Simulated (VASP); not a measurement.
# BaTe (P-6m2) in VASP: notebook, part 2 of 2

VASP 6.6.1. The steps go on from the part before.

### Step 5. Relaxation of shape and atoms at fixed volume, PBE (volume scaled by 0.97)

INCAR

```
SYSTEM = BaTe
ALGO = Normal
EDIFF = 1E-7
EDIFFG = -0.01
ENCUT = 600
GGA = PE
IBRION = 2
ISIF = 4
ISMEAR = 0
LASPH = .True.
LCHARG = .False.
LREAL = .False.
LWAVE = .False.
NELM = 100
NSW = 50
PREC = Accurate
SIGMA = 0.02
```

KPOINTS

```
k-points
0
Gamma
  9 9 6
  0 0 0
```

POSCAR

```
BaTe
1.0
    4.7582333533      0.0000000000      0.0000000000
   -2.3791166767      4.1207509611      0.0000000000
    0.0000000000      0.0000000000      4.3645504883
Ba Te
1 1
Direct
    0.3333333333      0.6666666667      0.5000000000
    0.0000000000      0.0000000000      0.0000000000
```

Potentials or basis: VASP PAW PBE potentials, release 64 (Ba_sv, Te).

Run with:

```bash
$ cat potpaw_PBE.64/Ba_sv/POTCAR potpaw_PBE.64/Te/POTCAR > POTCAR
$ mpirun -np 1 vasp_std > vasp.out
```

OUTCAR:

```text
SYSTEM = BaTe
   EDIFF = 1E-7
   EDIFFG = -0.01
   ENCUT = 600
   GGA = PE
   IBRION = 2
   ISIF = 4
   ISMEAR = 0
   LASPH = .True.
   LREAL = .False.
   NELM = 100
   NSW = 50
   PREC = Accurate

 ion  position               nearest neighbor table
   1  0.333  0.667  0.500-   2 3.51   2 3.51   2 3.51   2 3.51   2 3.51   2 3.51
   2  0.000  0.000  0.000-   1 3.51   1 3.51   1 3.51   1 3.51   1 3.51   1 3.51

  LATTYP: Found a hexagonal cell.
 ALAT       =     4.7582333533
 C/A-ratio  =     0.9172628083

  Lattice vectors:

 A1 = (   4.7582333533,   0.0000000000,   0.0000000000)
 A2 = (  -2.3791166767,   4.1207509611,   0.0000000000)
 A3 = (   0.0000000000,   0.0000000000,   4.3645504883)

Analysis of symmetry for initial positions (statically):
=====================================================================
 Subroutine PRICEL returns:
 Original cell was already a primitive cell.

 Routine SETGRP: Setting up the symmetry group for a
 hexagonal supercell.

 Subroutine GETGRP returns: Found 12 space group operations
 (whereof 12 operations were pure point group operations)
 out of a pool of 24 trial point group operations.

The static configuration has the point symmetry D_3h.

Analysis of symmetry for dynamics (positions and initial velocities):
=====================================================================
 Subroutine PRICEL returns:
 Original cell was already a primitive cell.

 Routine SETGRP: Setting up the symmetry group for a
 hexagonal supercell.

 Subroutine GETGRP returns: Found 12 space group operations
 (whereof 12 operations were pure point group operations)
 out of a pool of 24 trial point group operations.

The dynamic configuration has the point symmetry D_3h.

 Subroutine INISYM returns: Found 12 space group operations
 (whereof 12 operations are pure point group operations),
 and found     1 'primitive' translations

----------------------------------------------------------------------------------------

                                     Primitive cell

  volume of cell :      85.5779

  direct lattice vectors                    reciprocal lattice vectors
     4.758233353  0.000000000  0.000000000     0.210162034  0.121337107  0.000000000
    -2.379116677  4.120750961  0.000000000     0.000000000  0.242674214  0.000000000
     0.000000000  0.000000000  4.364550488     0.000000000  0.000000000  0.229118669

  length of vectors
     4.758233353  4.758233353  4.364550488     0.242674214  0.242674214  0.229118669

  position of ions in fractional coordinates (direct lattice)
     0.333333333  0.666666667  0.500000000
     0.000000000  0.000000000  0.000000000

  ion indices of the primitive-cell ions
   primitive index   ion index
                 1           1
                 2           2

----------------------------------------------------------------------------------------

 KPOINTS: k-points

Automatic generation of k-mesh.
 Grid dimensions read from file:
 generate k-points for:    9    9    6

 Generating k-lattice:

  Cartesian coordinates                     Fractional coordinates (reciprocal lattice)
     0.023351337  0.013481901  0.000000000     0.111111111  0.000000000  0.000000000
[... 51 lines left out ...]
   ISTART =      0    job   : 0-new  1-cont  2-samecut
   ICHARG =      2    charge: 1-file 2-atom 10-const
   ISPIN  =      1    spin polarized calculation?
   LNONCOLLINEAR =      F non collinear calculations
   LSORBIT =      F    spin-orbit coupling
   LASPH  =      T    aspherical Exc in radial PAW
   ENCUT  =  600.0 eV  44.10 Ry    6.64 a.u.   9.50  9.50  8.72*2*pi/ulx,y,z
   NELM   =    100;   NELMIN=  2; NELMDL= -5     # of ELM steps
   EDIFF  = 0.1E-06   stopping-criterion for ELM
   LREAL  =      F    real-space projection
   EDIFFG = -.1E-01   stopping-criterion for IOM
   NSW    =     50    number of steps for IOM
   IBRION =      2    ionic relax: 0-MD 1-quasi-New 2-CG
   NFREE  =      1    steps in history (QN), initial steepest desc. (CG)
   ISIF   =      4    stress and relaxation
   ISYM   =      2    0-nonsym 1-usesym 2-fastsym
   POTIM  = 0.5000    time-step for ionic-motion
   TEBEG  =    0.0;   TEEND  =   0.0 temperature during run
   PSTRESS=    0.0 pullay stress
   NELECT =      16.0000    total number of electrons
   NUPDOWN=      -1.0000    fix difference up-down
   EMIN   =  10.00;   EMAX   =-10.00  energy-range for DOS
   EFERMI =   0.00;   METHOD = LEGACY
   ISMEAR =     0;   SIGMA  =   0.02  broadening in eV -4-tet -1-fermi 0-gaus
   EFERMI_NEDOS =   21; number of points for ismear=-14 and -15
   IALGO  =     38    algorithm
   IMIX   =      4    mixing-type and parameters
     AMIX     =   0.40;   BMIX     =  1.00
     AMIX_MAG =   1.60;   BMIX_MAG =  1.00
  volume/ion in A,a.u.               =      42.79       288.75
  Fermi-wavevector in a.u.,A,eV,Ry     =   0.936112  1.768994 11.922852  0.876305
  Thomas-Fermi vector in A             =   2.063088
   LORBIT       =      0    0 simple, 1 ext, 2 COOP (PROOUT), +10 PAW based schemes
   GGA     = PE    functional components
   LHFCALC =     F    Hartree Fock is set to
   AEXX    =    0.0000 exact exchange contribution
   IVDW    =     0    specifies the selected vdW correction
   LEPSILON=     F    determine dielectric tensor
   LRPA    =     F    only Hartree local field effects (RPA)
 conjugate gradient relaxation of ions
 non-spin polarized calculation
 Gauss-broadening in eV      SIGMA  =   0.02
  energy-cutoff  :      600.00
  volume of cell :       85.58
 maximum number of plane-waves:      2891
 NGX is ok and might be reduce to    40
   NGX = 19   NGY = 19   NGZ = 17

--------------------------------------- Ionic step        1  -------------------------------------------

 number of electron      15.9999999 magnetization

 Free energy of the ion-electron system (eV)
  ---------------------------------------------------
  ext. energy  EPLUGINS =         0.00000000
  ---------------------------------------------------
  free energy    TOTEN  =        -8.37779947 eV

  energy without entropy =       -8.37779947  energy(sigma->0) =       -8.37779947

------------------------ aborting loop because EDIFF is reached ----------------------------------------

  FORCE on cell =-STRESS in cart. coord.  units (eV):
  Direction    XX          YY          ZZ          XY          YZ          ZX
  --------------------------------------------------------------------------------------
  -------------------------------------------------------------------------------------
  Total        0.6263534      0.6263534      0.8131089     -0.0000000      0.0000000     -0.0000000
  in kB       11.7265005     11.7265005     15.2229097     -0.0000000      0.0000000     -0.0000000
  external PRESSURE =      12.8919703 kB  Pullay stress =       0.0000000 kB
[... 59 lines left out ...]
--------------------------------------- Ionic step        3  -------------------------------------------

 number of electron      15.9999999 magnetization

 Free energy of the ion-electron system (eV)
  ---------------------------------------------------
  ext. energy  EPLUGINS =         0.00000000
  ---------------------------------------------------
  free energy    TOTEN  =        -8.37823149 eV

  energy without entropy =       -8.37823149  energy(sigma->0) =       -8.37823149

 E-fermi :   2.7368     XC(G=0):  -8.2136

 val. band max:        2.6191137297   @ k =   0.0000   0.0000   0.0000
 cond. band min:       4.0383297522   @ k =   0.0000   0.0000   0.0000
 fundamental gap:      1.4192160225
 Fermi energy:         2.7368498354

 k-point     1 :       0.0000    0.0000    0.0000
  band No.  band energies     occupation
      1     -24.8021      2.00000
      2      -9.9639      2.00000
      3      -9.9639      2.00000
      4      -9.8686      2.00000
      5      -7.1863      2.00000
      6       1.8902      2.00000
      7       1.8902      2.00000
      8       2.6191      2.00000
      9       4.0383      0.00000
     10       5.1325      0.00000
     11       7.2210      0.00000
     12       7.2210      0.00000
[... 331 lines left out ...]
 k-point    24 :       0.3333    0.3333    0.1667
  band No.  band energies     occupation
      1     -24.7809      2.00000
      2     -10.2682      2.00000
      3     -10.1109      2.00000
      4      -9.9055      2.00000
      5      -6.5725      2.00000
      6       0.9493      2.00000
      7       1.0780      2.00000
      8       1.6069      2.00000
      9       5.3864      0.00000
     10       6.3521      0.00000
     11       6.8698      0.00000
     12       7.0373      0.00000

 [... further k-points ...]

------------------------ aborting loop because EDIFF is reached ----------------------------------------

  FORCE on cell =-STRESS in cart. coord.  units (eV):
  Direction    XX          YY          ZZ          XY          YZ          ZX
  --------------------------------------------------------------------------------------
  -------------------------------------------------------------------------------------
  Total        0.6629460      0.6629460      0.6796332     -0.0000000      0.0000000      0.0000000
  in kB       12.4115806     12.4115806     12.7239962     -0.0000000      0.0000000      0.0000000
  external PRESSURE =      12.5157191 kB  Pullay stress =       0.0000000 kB
[... 17 lines left out ...]
  FREE ENERGIE OF THE ION-ELECTRON SYSTEM (eV)
  ---------------------------------------------------
  free  energy   TOTEN  =        -8.3782314900 eV

  energy  without entropy=       -8.3782314900  energy(sigma->0) =       -8.37823149

 reached required accuracy - stopping structural energy minimisation
```

Wall time 84 s (1 thread of Intel Xeon Platinum 8488C (Sapphire Rapids), shared host); peak memory 0.27 GiB.

Results:

```
Free energy               : -8.3782 eV
Energy gained by relaxing : 0.2 meV/atom
Ionic steps               : 3
Pressure after relaxing   : 1.3 GPa
Band gap on the k mesh    : 1.42 eV, direct
```

Step by step:
```csv
step,energy change (eV),largest force (eV/Å),pressure (GPa),volume (Å³)
1,0.0000,0.0000,1.29,85.58
2,-0.0004,0.0000,1.26,85.58
3,-0.0004,0.0000,1.25,85.58
```

Final structure:
```
Ba Te
1.0
     4.74851    0.00000    0.00000
    -2.37426    4.11233    0.00000
     0.00000    0.00000    4.38244
Ba Te
1 1
Direct
  0.33333 0.66667 0.50000
  0.00000 0.00000 0.00000
```

Caveat: the cell differs from its parent crystal (volume scaled by 0.97); spin-orbit coupling is left out, which moves the levels of the heavy elements. A k mesh can miss the band edges.

### Step 6. The runs side by side

```csv
task,cell,cutoff (eV),gap on the mesh (eV),pressure (GPa)
single point,"a = 4.983, b = 4.983, c = 4.513 Å, angles 90.0, 90.0, 120.0°, 2 atoms",520,1.59,-1.8
relaxation of shape and atoms at fixed volume,"relaxed from a = 4.642, b = 4.642, c = 4.303 Å, angles 90.0, 90.0, 120.0°, 2 atoms",600,1.30,3.5
relaxation of shape and atoms at fixed volume,"relaxed from a = 4.701, b = 4.701, c = 4.333 Å, angles 90.0, 90.0, 120.0°, 2 atoms",600,1.36,2.3
relaxation of shape and atoms at fixed volume,"relaxed from a = 4.758, b = 4.758, c = 4.365 Å, angles 90.0, 90.0, 120.0°, 2 atoms",600,1.42,1.3
```

Alike in all rows: level PBE; potentials or basis VASP PAW PBE potentials, release 64 (Ba_sv, Te); no spin polarisation; k mesh 9 × 9 × 6; smearing gaussian 0.02 eV.

Caveats: spin-orbit coupling is left out, which moves the levels of the heavy elements.

Total energies depend on the potentials used, so only differences within one code and one set of settings carry meaning.
